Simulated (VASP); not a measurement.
Wanted: the native input for a VASP 6.6.1 run.

| Item | Value |
| --- | --- |
| Task | single point |
| Functional | r2SCAN |
| Potentials or basis | VASP PAW PBE potentials, release 64 (Al, C) |
| Cutoff | 520 eV |
| k mesh | 9 × 9 × 1 |
| Occupations | gaussian, width 0.1 eV |
| Spin | no spin polarisation |
| Dipole correction | yes |
| Further INCAR settings | ALGO = Normal; EDIFF = 1e-06; NBANDS = 14 |

The system is Al3C, a slab with vacuum.

```
CELL_PARAMETERS angstrom
2.82277 0.00000 0.00000
0.00000 2.82277 0.00000
0.00000 0.00000 19.60070
ATOMIC_POSITIONS crystal
Al 0.50000 0.50000 0.20407
Al 0.00000 0.00000 0.30867
Al 0.50000 0.50000 0.41329
C 0.83333 0.00000 0.40401
```

One way to write it, as run:

POSCAR

```
Al3C
1.0
    2.8227735243      0.0000000000      0.0000000000
    0.0000000000      2.8227735243      0.0000000000
    0.0000000000      0.0000000000     19.6006972839
Al C
3 1
Direct
    0.5000000000      0.5000000000      0.2040743726
    0.0000000000      0.0000000000      0.3086652018
    0.5000000000      0.5000000000      0.4132861789
    0.8333333333      1.0000000000      0.4040086825
```

INCAR.step1

```
SYSTEM = Al3C
ALGO = Normal
DIPOL = 0.5 0.5 0.333
EDIFF = 1E-4
ENCUT = 520
GGA = PE
IDIPOL = 3
ISMEAR = 0
LASPH = .TRUE.
LCHARG = .FALSE.
LDIPOL = .TRUE.
LREAL = .FALSE.
LWAVE = .TRUE.
NBANDS = 14
NELM = 60
PREC = Accurate
SIGMA = 0.1
```

INCAR.step2

```
SYSTEM = Al3C
ALGO = Normal
DIPOL = 0.5 0.5 0.333
EDIFF = 1E-6
ENCUT = 520
IDIPOL = 3
ISIF = 2
ISMEAR = 0
ISTART = 1
LASPH = .TRUE.
LCHARG = .TRUE.
LDIPOL = .TRUE.
LELF = .TRUE.
LMIXTAU = .TRUE.
LREAL = .FALSE.
LVACPOTAV = .TRUE.
LVHAR = .TRUE.
LWAVE = .FALSE.
METAGGA = R2SCAN
NBANDS = 14
NELM = 60
PREC = Accurate
SIGMA = 0.1
```

KPOINTS

```
k-points
0
G
  9 9 1
  0 0 0
```

Potentials or basis: VASP PAW PBE potentials, release 64 (Al, C).

The run is started by

```sh
$ cat potpaw_PBE.64/Al/POTCAR potpaw_PBE.64/C/POTCAR > POTCAR
$ cp INCAR.step1 INCAR
$ mpirun -np 1 vasp_std > vasp.out
$ cp INCAR.step2 INCAR
$ mpirun -np 1 vasp_std > vasp.out
```

Results of the run:

```yaml
Largest_force: 6.513 eV/Å
```

Caveat: the PAW data sets were made with another functional, which shifts forces and pressure a little.

Run time: 3.1 min on 1 thread of Intel(R) Xeon(R) 6975P-C (Granite Rapids), with other jobs on the host, peak memory 0.32 GiB.
